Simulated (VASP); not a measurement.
Here is a VASP 6.6.1 calculation.

The input POSCAR:

```
KF
1.0
    0.0000000000      2.6588042261      2.6588042261
    2.6588042261      0.0000000000      2.6588042261
    2.6588042261      2.6588042261      0.0000000000
K F
1 1
Direct
    0.0000000000      0.0000000000      0.0000000000
    0.5000000000      0.5000000000      0.5000000000
```

The input INCAR.step1:

```
PREC     = Accurate       # precision mode
ENCUT    = 520            # plane-wave cutoff, eV
ISMEAR   = -1             # smearing method
SIGMA    = 0.05           # smearing width, eV
LREAL    = F              # projectors in reciprocal space
LASPH    = T              # aspherical terms in the spheres
NELM     = 100            # most SCF steps
NBANDS   = 15             # bands
GGA      = PE             # functional
ALGO     = Normal         # electronic algorithm
EDIFF    = 1E-4           # SCF threshold, eV
LWAVE    = T              # write WAVECAR
LCHARG   = F              # write CHGCAR
```

INCAR.step2

```
PREC     = Accurate       # precision mode
ENCUT    = 520            # plane-wave cutoff, eV
EDIFF    = 1E-6           # SCF threshold, eV
ISMEAR   = -1             # smearing method
SIGMA    = 0.05           # smearing width, eV
LREAL    = F              # projectors in reciprocal space
LASPH    = T              # aspherical terms in the spheres
NELM     = 100            # most SCF steps
ALGO     = Normal         # electronic algorithm
ISIF     = 2              # what is computed and relaxed
LWAVE    = F              # write WAVECAR
LCHARG   = F              # write CHGCAR
METAGGA  = R2SCAN         # meta-GGA
LMIXTAU  = T            
NBANDS   = 15             # bands
ISTART   = 1
```

Contents of KPOINTS:

```
Automatic mesh
0
Gamma
  9 9 9
```

Potentials or basis: VASP PAW PBE potentials, release 64 (K_sv, F).

Run with:

```bash
$ cat potpaw_PBE.64/K_sv/POTCAR potpaw_PBE.64/F/POTCAR > POTCAR
$ cp INCAR.step1 INCAR
$ mpirun -np 1 vasp_std > vasp.out
$ cp INCAR.step2 INCAR
$ mpirun -np 1 vasp_std > vasp.out
```

Task: Predict the band gap on the k mesh.

Result: 6.91 eV, direct.

Task: Estimate the pressure.

Result: 0.0 GPa.

Caveat: the PAW data sets were made with another functional, which shifts forces and pressure a little. A k mesh can miss the band edges.
